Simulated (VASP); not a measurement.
# ZnSe (F-43m) in VASP: notebook

Runs on ZnSe. Level: PBE. Tasks: relaxation of cell and atoms.

Everything below comes from runs of VASP 6.6.1. Logs are shortened: lines on timing, memory, paths and dates and some standing lists are left out, and cuts for length are marked.

**1. The cell of the first run**

It takes space group F-43m (No. 216, cubic). The conventional cell has a = 5.668 Å, b = 5.668 Å, c = 5.668 Å, α = 90.00°, β = 90.00°, γ = 90.00°. Within 3.2 Å of Zn (site symmetry -43m) lie 4 Se at 2.45 Å. Se (site symmetry -43m) has 4 Zn at 2.45 Å within 3.2 Å.

**2. Relaxation of cell and atoms, PBE, target pressure 30 GPa, at which the enthalpy is minimised**

The input, INCAR:

```
SYSTEM = ZnSe
PREC = Accurate
ENCUT = 500
EDIFF = 1E-7
ISMEAR = 0
SIGMA = 0.01
LREAL = .False.
LASPH = .True.
NELM = 120
ALGO = Normal
ISIF = 3
LWAVE = .False.
LCHARG = .False.
GGA = PE
IBRION = 2
NSW = 60
EDIFFG = -0.05
PSTRESS = 300.0
GGA_COMPAT = .False.
NELMIN = 4
```

The input, KPOINTS:

```
regular mesh
0
Gamma
  6 6 6
  0 0 0
```

The input, POSCAR:

```
ZnSe
1.0
    0.0000000000      2.8338000000      2.8338000000
    2.8338000000      0.0000000000      2.8338000000
    2.8338000000      2.8338000000      0.0000000000
Zn Se
1 1
Direct
    0.0000000000      0.0000000000      0.0000000000
    0.7500000000      0.7500000000      0.7500000000
```

Potentials or basis: VASP PAW PBE potentials, release 64 (Zn, Se).

The run is started by

```sh
$ cat potpaw_PBE.64/Zn/POTCAR potpaw_PBE.64/Se/POTCAR > POTCAR
$ mpirun -np 1 vasp_std > vasp.out
```

OUTCAR:

```text
SYSTEM = ZnSe
   PREC = Accurate
   ENCUT = 500
   EDIFF = 1E-7
   ISMEAR = 0
   LREAL = .False.
   LASPH = .True.
   NELM = 120
   ISIF = 3
   GGA = PE
   IBRION = 2
   NSW = 60
   EDIFFG = -0.05
   PSTRESS = 300.0
   NELMIN = 4

 ion  position               nearest neighbor table
   1  0.000  0.000  0.000-   2 2.45   2 2.45   2 2.45   2 2.45
   2  0.750  0.750  0.750-   1 2.45   1 2.45   1 2.45   1 2.45

  LATTYP: Found a face centered cubic cell.
 ALAT       =     5.6676000000

  Lattice vectors:

 A1 = (   0.0000000000,   2.8338000000,   2.8338000000)
 A2 = (   2.8338000000,   0.0000000000,   2.8338000000)
 A3 = (   2.8338000000,   2.8338000000,   0.0000000000)

Analysis of symmetry for initial positions (statically):
=====================================================================
 Subroutine PRICEL returns:
 Original cell was already a primitive cell.

 Routine SETGRP: Setting up the symmetry group for a
 face centered cubic supercell.

 Subroutine GETGRP returns: Found 24 space group operations
 (whereof 24 operations were pure point group operations)
 out of a pool of 48 trial point group operations.

The static configuration has the point symmetry T_d .

Analysis of symmetry for dynamics (positions and initial velocities):
=====================================================================
 Subroutine PRICEL returns:
 Original cell was already a primitive cell.

 Routine SETGRP: Setting up the symmetry group for a
 face centered cubic supercell.

 Subroutine GETGRP returns: Found 24 space group operations
 (whereof 24 operations were pure point group operations)
 out of a pool of 48 trial point group operations.

The dynamic configuration has the point symmetry T_d .

 Subroutine INISYM returns: Found 24 space group operations
 (whereof 24 operations are pure point group operations),
 and found     1 'primitive' translations

----------------------------------------------------------------------------------------

                                     Primitive cell

  volume of cell :      45.5132

  direct lattice vectors                    reciprocal lattice vectors
     0.000000000  2.833800000  2.833800000    -0.176441527  0.176441527  0.176441527
     2.833800000  0.000000000  2.833800000     0.176441527 -0.176441527  0.176441527
     2.833800000  2.833800000  0.000000000     0.176441527  0.176441527 -0.176441527

  length of vectors
     4.007598393  4.007598393  4.007598393     0.305605690  0.305605690  0.305605690

  position of ions in fractional coordinates (direct lattice)
     0.000000000  0.000000000  0.000000000
     0.750000000  0.750000000  0.750000000

  ion indices of the primitive-cell ions
   primitive index   ion index
                 1           1
                 2           2

----------------------------------------------------------------------------------------

 KPOINTS: regular mesh

Automatic generation of k-mesh.
 Grid dimensions read from file:
 generate k-points for:    6    6    6

 Generating k-lattice:

  Cartesian coordinates                     Fractional coordinates (reciprocal lattice)
    -0.029406921  0.029406921  0.029406921     0.166666667  0.000000000  0.000000000
     0.029406921 -0.029406921  0.029406921     0.000000000  0.166666667  0.000000000
     0.029406921  0.029406921 -0.029406921     0.000000000  0.000000000  0.166666667

  Length of vectors
     0.050934282  0.050934282  0.050934282

  Shift w.r.t. Gamma in fractional coordinates (k-lattice)
     0.000000000  0.000000000  0.000000000

 Subroutine IBZKPT returns following result:
 ===========================================

 Found     16 irreducible k-points:

 Following reciprocal coordinates:
            Coordinates               Weight
  0.000000  0.000000  0.000000      1.000000
  0.166667  0.000000  0.000000      8.000000
  0.333333  0.000000  0.000000      8.000000
  0.500000  0.000000  0.000000      4.000000
  0.166667  0.166667  0.000000      6.000000
  0.333333  0.166667  0.000000     24.000000
[... 8 lines left out ...]
 -0.333333  0.333333  0.166667     24.000000
 -0.333333  0.500000  0.166667     12.000000
   k-points           NKPTS =     16   k-points in BZ     NKDIM =     16   number of bands    NBANDS=     13
   number of dos      NEDOS =    301   number of ions     NIONS =      2
   total plane-waves  NPLWV =  27000
   dimension x,y,z NGX =    30 NGY =   30 NGZ =   30
   dimension x,y,z NGXF=    60 NGYF=   60 NGZF=   60
   ions per type =               1   1
   NGX,Y,Z   is equivalent  to a cutoff of  12.44, 12.44, 12.44 a.u.
   NGXF,Y,Z  is equivalent  to a cutoff of  24.89, 24.89, 24.89 a.u.
 SYSTEM =  ZnSe
   PREC   = accura    normal or accurate (medium, high low for compatibility)
   ISTART =      0    job   : 0-new  1-cont  2-samecut
   ICHARG =      2    charge: 1-file 2-atom 10-const
   ISPIN  =      1    spin polarized calculation?
   LNONCOLLINEAR =      F non collinear calculations
   LSORBIT =      F    spin-orbit coupling
   LASPH  =      T    aspherical Exc in radial PAW
   ENCUT  =  500.0 eV  36.75 Ry    6.06 a.u.   7.31  7.31  7.31*2*pi/ulx,y,z
   NELM   =    120;   NELMIN=  4; NELMDL= -5     # of ELM steps
   EDIFF  = 0.1E-06   stopping-criterion for ELM
   LREAL  =      F    real-space projection
   EDIFFG = -.5E-01   stopping-criterion for IOM
   NSW    =     60    number of steps for IOM
   IBRION =      2    ionic relax: 0-MD 1-quasi-New 2-CG
   NFREE  =      1    steps in history (QN), initial steepest desc. (CG)
   ISIF   =      3    stress and relaxation
   ISYM   =      2    0-nonsym 1-usesym 2-fastsym
   POTIM  = 0.5000    time-step for ionic-motion
   TEBEG  =    0.0;   TEEND  =   0.0 temperature during run
   PSTRESS=  300.0 pullay stress
   NELECT =      18.0000    total number of electrons
   NUPDOWN=      -1.0000    fix difference up-down
   EMIN   =  10.00;   EMAX   =-10.00  energy-range for DOS
   EFERMI =   0.00;   METHOD = LEGACY
   ISMEAR =     0;   SIGMA  =   0.01  broadening in eV -4-tet -1-fermi 0-gaus
   EFERMI_NEDOS =   21; number of points for ismear=-14 and -15
   IALGO  =     38    algorithm
   IMIX   =      4    mixing-type and parameters
     AMIX     =   0.40;   BMIX     =  1.00
     AMIX_MAG =   1.60;   BMIX_MAG =  1.00
  volume/ion in A,a.u.               =      22.76       153.57
  Fermi-wavevector in a.u.,A,eV,Ry     =   1.201673  2.270834 19.647073  1.444019
  Thomas-Fermi vector in A             =   2.337476
   LORBIT       =      0    0 simple, 1 ext, 2 COOP (PROOUT), +10 PAW based schemes
   GGA     = PE    functional components
   LHFCALC =     F    Hartree Fock is set to
   AEXX    =    0.0000 exact exchange contribution
   IVDW    =     0    specifies the selected vdW correction
   LEPSILON=     F    determine dielectric tensor
   LRPA    =     F    only Hartree local field effects (RPA)
 conjugate gradient relaxation of ions
 non-spin polarized calculation
 Gauss-broadening in eV      SIGMA  =   0.01
  energy-cutoff  :      500.00
  volume of cell :       45.51
 maximum number of plane-waves:      1173
 NGX is ok and might be reduce to    30
   NGX = 15   NGY = 15   NGZ = 15

--------------------------------------- Ionic step        1  -------------------------------------------

 number of electron      18.0000012 magnetization

 Free energy of the ion-electron system (eV)
  ---------------------------------------------------
  ext. energy  EPLUGINS =         0.00000000
  ---------------------------------------------------
  free energy    TOTEN  =        -6.01480113 eV

  energy without entropy =       -6.01480113  energy(sigma->0) =       -6.01480113

 E-fermi :   1.7109     XC(G=0):  -9.3201

 val. band max:        1.6166750103   @ k =   0.0000   0.0000   0.0000
 cond. band min:       2.9054854997   @ k =   0.0000   0.0000   0.0000
 fundamental gap:      1.2888104894
 Fermi energy:         1.7108784185

 k-point     1 :       0.0000    0.0000    0.0000
  band No.  band energies     occupation
      1     -11.6420      2.00000
      2      -4.9327      2.00000
      3      -4.9327      2.00000
      4      -4.9327      2.00000
      5      -4.5633      2.00000
      6      -4.5633      2.00000
      7       1.6167      2.00000
      8       1.6167      2.00000
      9       1.6167      2.00000
     10       2.9055      0.00000
     11       7.4146      0.00000
     12       7.4146      0.00000
     13       7.4146      0.00000
[... 644 lines left out ...]
  FREE ENERGIE OF THE ION-ELECTRON SYSTEM (eV)
  ---------------------------------------------------
  free  energy   TOTEN  =        -5.2498856359 eV

  energy  without entropy=       -5.2498856359  energy(sigma->0) =       -5.24988564

  enthalpy is  TOTEN    =         1.4985460579 eV   P V=        6.7484316939

--------------------------------------- Ionic step        5  -------------------------------------------

 number of electron      17.9999992 magnetization

 Free energy of the ion-electron system (eV)
  ---------------------------------------------------
  ext. energy  EPLUGINS =         0.00000000
  ---------------------------------------------------
  free energy    TOTEN  =        -5.19023853 eV

  energy without entropy =       -5.19023853  energy(sigma->0) =       -5.19023853

 E-fermi :   4.1146     XC(G=0): -10.4747

 val. band max:        4.0356751045   @ k =   0.0000   0.0000   0.0000
 cond. band min:       6.3445598679   @ k =   0.5000   0.5000   0.0000
 fundamental gap:      2.3088847635
 Fermi energy:         4.1145729460

 k-point     1 :       0.0000    0.0000    0.0000
  band No.  band energies     occupation
      1     -11.1171      2.00000
      2      -3.7309      2.00000
      3      -3.7309      2.00000
      4      -3.7309      2.00000
      5      -3.1040      2.00000
      6      -3.1040      2.00000
      7       4.0357      2.00000
      8       4.0357      2.00000
      9       4.0357      2.00000
     10       6.3928      0.00000
     11       9.6393      0.00000
     12       9.6393      0.00000
     13       9.6393      0.00000
[... 260 lines left out ...]
 POSITION                                       TOTAL-FORCE (eV/Angst)
 -----------------------------------------------------------------------------------
      0.00000      0.00000      0.00000        -0.000000     -0.000000     -0.000000
      3.92066      3.92066      3.92066         0.000000      0.000000      0.000000
 -----------------------------------------------------------------------------------
    total drift:                                0.000001      0.000001      0.000000

  FREE ENERGIE OF THE ION-ELECTRON SYSTEM (eV)
  ---------------------------------------------------
  free  energy   TOTEN  =        -5.1902385278 eV

  energy  without entropy=       -5.1902385278  energy(sigma->0) =       -5.19023853

  enthalpy is  TOTEN    =         1.4969460236 eV   P V=        6.6871845514

 reached required accuracy - stopping structural energy minimisation
```

It took 1.7 min on 1 thread of Intel Xeon 8259CL, shared host; peak memory 0.18 GiB.

What came out:

| Item | Value |
| --- | --- |
| Free energy | -5.1902 eV |
| Relaxed volume | 17.86 Å³/atom |
| Relaxed cell | a = 3.696 Å, b = 3.696 Å, c = 3.696 Å, α = 60.00°, β = 60.00°, γ = 60.00° |
| Space group after relaxing (to 0.1 Å) | F-43m (No. 216) |
| Energy change on relaxing (the run minimises the enthalpy) | +412.3 meV/atom |
| Ionic steps | 5 |
| Pressure after relaxing | 30.0 GPa |
| Band gap on the k mesh | 2.31 eV (least direct gap 2.36 eV) |

The path:
```csv
step,energy change (eV),largest force (eV/Å),pressure (GPa),volume (Å³)
1,0.0000,0.0000,2.37,45.51
2,6.6569,0.0000,171.52,24.25
3,0.6584,0.0000,25.60,36.67
4,0.7649,0.0000,28.45,36.04
5,0.8246,0.0000,30.02,35.71
```

Final structure:
```yaml
crystal:
  lattice:
    - [0.00000, 2.61377, 2.61377]
    - [2.61377, 0.00000, 2.61377]
    - [2.61377, 2.61377, 0.00000]
  atoms:
    - { symbol: Zn, position: [0.00000, 0.00000, 0.00000] }
    - { symbol: Se, position: [0.75000, 0.75000, 0.75000] }
```

Caveat: the cell is relaxed towards a set pressure, so the run minimises the enthalpy, not the energy; the volume moved by over 15 % at a fixed basis, so the end points are rough.

**3. Relaxation of cell and atoms, PBE, target pressure 40 GPa, at which the enthalpy is minimised**

The input, INCAR:

```
PREC = Accurate
ENCUT = 500
EDIFF = 1E-7
ISMEAR = 0
SIGMA = 0.01
LREAL = False
LASPH = True
NELM = 120
ALGO = Normal
ISIF = 3
LWAVE = False
LCHARG = False
GGA = PE
IBRION = 2
NSW = 60
EDIFFG = -0.05
PSTRESS = 400.0
GGA_COMPAT = False
NELMIN = 4
```

The input, KPOINTS:

```
regular mesh
0
Gamma
  6 6 6
```

POSCAR is that of step 2.

Potentials or basis: VASP PAW PBE potentials, release 64 (Zn, Se).

The run is started by

```sh
$ cat potpaw_PBE.64/Zn/POTCAR potpaw_PBE.64/Se/POTCAR > POTCAR
$ mpirun -np 1 vasp_std > vasp.out
```

Run time: 1.9 min. Hardware: 1 thread of Intel Xeon 8259CL, shared host; peak memory 0.18 GiB.

The run converged. Its results:

```
Free energy                                                : -4.7903 eV
Relaxed volume                                             : 16.94 Å³/atom
Relaxed cell                                               : a = 3.632 Å, b = 3.632 Å, c = 3.632 Å, α = 60.00°, β = 60.00°, γ = 60.00°
Space group after relaxing (to 0.1 Å)                      : F-43m (No. 216)
Energy change on relaxing (the run minimises the enthalpy) : +612.2 meV/atom
Ionic steps                                                : 5
Pressure after relaxing                                    : 40.2 GPa
Band gap on the k mesh                                     : 2.13 eV (least direct gap 2.61 eV)
```

The path:
```csv
step,energy change (eV),largest force (eV/Å),pressure (GPa),volume (Å³)
1,0.0000,0.0000,2.37,45.51
2,16.5205,0.0000,435.37,18.61
3,0.8095,0.0000,29.63,35.79
4,1.0103,0.0000,34.79,34.79
5,1.2245,0.0000,40.17,33.88
```

Final structure:
```
Zn Se
1.0
     0.00000    2.56817    2.56817
     2.56817    0.00000    2.56817
     2.56817    2.56817    0.00000
Zn Se
1 1
Direct
  0.00000 0.00000 0.00000
  0.75000 0.75000 0.75000
```

Levels at points of the mesh, in eV from the valence-band top:
```
           k point  band 6  band 7  band 8  band 9  band 10  band 11  band 12  band 13
(0.00, 0.00, 0.00)   -7.44    0.00    0.00    0.00     2.61     5.53     5.53     5.53
(0.50, 0.00, 0.00)   -7.40   -7.11   -1.40   -1.40     3.02     6.14     6.14     8.96
(0.50, 0.50, 0.00)   -7.14   -6.19   -3.48   -3.48     2.13     3.12    13.32    13.39
```

Caveat: the cell is relaxed towards a set pressure, so the run minimises the enthalpy, not the energy; the volume moved by over 15 % at a fixed basis, so the end points are rough.
